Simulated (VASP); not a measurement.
A run of VASP 6.6.1 is set up as follows.

INCAR

```
  PREC = Accurate
  ENCUT = 520
  EDIFF = 1E-6
  ISMEAR = -1
  SIGMA = 0.05
  LREAL = F
  LASPH = T
  NELM = 60
  ALGO = Normal
  ISIF = 2
  LWAVE = F
  LCHARG = F
  GGA = PS
  NBANDS = 20
```

Contents of KPOINTS:

```
regular mesh
0
Gamma
  8 8 8
```

File POSCAR:

```
K2Ir
1.0
    0.0000000000      3.6607602214      3.6607602214
    3.6607602214      0.0000000000      3.6607602214
    3.6607602214      3.6607602214      0.0000000000
Ir K
1 2
Direct
    0.0000000000      0.0000000000      0.0000000000
    0.2500000000      0.2500000000      0.2500000000
    0.7500000000      0.7500000000      0.7500000000
```

Potentials or basis: VASP PAW PBE potentials, release 64 (Ir, K_sv).

The run is started by

```bash
$ cat potpaw_PBE.64/Ir/POTCAR potpaw_PBE.64/K_sv/POTCAR > POTCAR
$ mpirun -np 1 vasp_std > vasp.out
```

Q: Predict the band gap on the k mesh.

A: Zero (an odd number of electrons rules out a gap without spin polarisation).

Q: Predict the pressure.

A: 2.0 GPa.

Caveat: the PAW data sets were made with another functional, which shifts forces and pressure a little; spin-orbit coupling is left out, which moves the levels of the heavy elements.
